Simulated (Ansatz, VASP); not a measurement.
Two plane-wave programs on C

```xyz
2
Lattice="1.2224 0.7058 3.3363 -1.2224 0.7058 3.3363 0.0000 -1.4115 3.3363" Properties=species:S:1:pos:R:3 pbc="T T T"
C     0.0100    0.0100    8.3511
C     0.0000    0.0000    1.6676
```

Change from the starting cell: atom 1 moved by [0.01, 0.01, 0.01] A, PAW files.

Alike in both runs: task single point; functional LDA; k mesh 12 × 12 × 12; no spin polarisation.

```csv
,VASP,Ansatz
version,VASP 6.6.1,Ansatz 0.2.0
potentials or method,"VASP PAW LDA potentials, release 64 (C)","PAW with Ansatz's default frozen-core files, scalar-relativistic"
plane-wave cutoff (eV),520,420
occupations,"gaussian, width 0.01 eV",fixed
valence electrons in the cell,8,8
```

VASP gave:

```
gap on the k mesh at the Fermi level (eV)                     : 0.55
pressure (GPa)                                                : 0.9
traceless stress, the component that is largest in VASP (GPa) : 1.90
rms of the force components (eV/Å)                            : 0.465
```

Problem. Which values does Ansatz return?

Solution. gap on the k mesh at the Fermi level (eV): 0.54; pressure (GPa): 0.1; traceless stress, the component that is largest in VASP (GPa): 1.43; rms of the force components (eV/Å): 0.466.

LDA's correlation is that of Perdew and Zunger in VASP and of Perdew and Wang (1992) in Ansatz. Atom by atom the forces differ by 0.001 eV/Å (rms over components).
